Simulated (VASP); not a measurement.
BeS:

```xyz
2
Lattice="0.0000 2.3173 2.2478 2.3173 0.0000 2.2478 2.3173 2.3173 0.0000" Properties=species:S:1:pos:R:3 pbc="T T T"
Be    0.0000    0.0000    0.0000
S     2.3173    2.3173    2.2478
```

This cell differs from its parent crystal: uniaxial z strain -3.0%.

Base run:

```yaml
Program: VASP 6.6.1
Functional: r2SCAN
Potentials_or_basis: VASP PAW PBE potentials, release 64 (Be, S)
Cutoff: 520 eV
k_mesh: 10 × 10 × 10
Occupations: gaussian, width 0.01 eV
Spin: no spin polarisation
```

Its results: band gap on the k mesh 1.13 eV, indirect (least direct gap 4.55 eV); pressure 3.7 GPa.

The run is repeated on the same cell with these changes: functional from r2SCAN to PBE; occupations from gaussian, width 0.01 eV to fermi-dirac, width 0.02 eV. What comes out?

Band gap on the k mesh 0.80 eV, indirect (least direct gap 4.11 eV); pressure 3.2 GPa.

Caveats: the PAW data sets were made with another functional, which shifts forces and pressure a little (some runs).

A k mesh can miss the band edges.
